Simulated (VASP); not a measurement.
Runs of VASP 6.6.1 on AlRu. The structure is that of space group Pm-3m (No. 221), or close to it. The cells are those of the table. 

```csv
level,potentials or basis,cell,k mesh,cutoff (eV),smearing,second run,gap on the mesh (eV),pressure (GPa)
PBE+D3(BJ),"VASP PAW PBE potentials, release 64 (Al, Ru_pv)","a = 2.982 Å, 2 atoms",6 × 6 × 6,520,gaussian 0.1 eV,-,none,-2.1
PBE,"VASP PAW PBE potentials, release 64 (Al, Ru_pv)","a = 3.022 Å, 2 atoms",4 × 4 × 4,520,tetrahedron,-,none,(b)
PBE,"VASP PAW PBE potentials, release 64 (Al, Ru_sv)","a = 2.999, b = 3.008, c = 3.040 Å, angles 91.1, 91.8, 89.6°, 2 atoms",4 × 4 × 4,600,tetrahedron,valence_matched,none,-3.6
BLYP,"VASP PAW PBE potentials, release 64 (Al, Ru_pv)","a = 2.982 Å, 2 atoms",2 × 2 × 2,500,gaussian 0.1 eV,-,none,(a)
RPBE,"VASP PAW PBE potentials, release 64 (Al, Ru_pv)","a = 2.982 Å, 2 atoms",6 × 6 × 6,520,fermi-dirac 0.00861733 eV,-,none,7.9
```

Alike in all rows: task single point; no spin polarisation.

Problem. Estimate the missing entries.

Solution. (a) 19.4; (b) -1.2.

Caveats: some runs use coarse meshes; the PAW data sets were made with another functional, which shifts forces and pressure a little (some runs); pairwise dispersion overbinds metals, which lowers pressure and volume (some runs); tetrahedron occupations give inexact forces and stress in metals (some runs).

A k mesh can miss the band edges, and the runs leave out spin-orbit coupling on Ru.

A gap of «none» marks levels without a gap at the run's occupations.

The runs don't all hold the same shells in valence.
